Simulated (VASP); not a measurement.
AgCl, 2 atoms in the cell. The structure is cubic, space group Fm-3m (No. 225). Conventional cell: a = 5.545 Å, b = 5.545 Å, c = 5.545 Å, α = 90.00°, β = 90.00°, γ = 90.00°. Ag (site symmetry m-3m) has 6 Cl at 2.77 Å within 3.7 Å. Within 3.7 Å of Cl (site symmetry m-3m) lie 6 Ag at 2.77 Å. 

- Program: VASP 6.6.1
- Task: relaxation of cell and atoms
- Functional: PBEsol
- Potentials or basis: VASP PAW PBE potentials, release 64 (Ag, Cl)
- Cutoff: 600 eV
- k mesh: 8 × 8 × 8
- Occupations: gaussian, width 0.02 eV
- Spin: no spin polarisation
- Dipole correction: no
- Further INCAR settings: ALGO = Normal; EDIFF = 1e-07; IBRION = 2; EDIFFG = -0.005; NSW = 100; ISIF = 3

Potentials or basis: VASP PAW PBE potentials, release 64 (Ag, Cl).

Launch:

```bash
$ cat potpaw_PBE.64/Ag/POTCAR potpaw_PBE.64/Cl/POTCAR > POTCAR
$ mpirun -np 1 vasp_std > vasp.out
```

Hardware: 1 thread of Intel(R) Xeon(R) Platinum 8488C (Sapphire Rapids), with other jobs on the host.

**Question.** How long does it take, and how much memory?

**Answer.** It took 19 s on 1 thread of Intel(R) Xeon(R) Platinum 8488C (Sapphire Rapids) (shared host), peak memory 0.19 GiB. Counts: scf iterations 27, k points 29, ion steps 3.
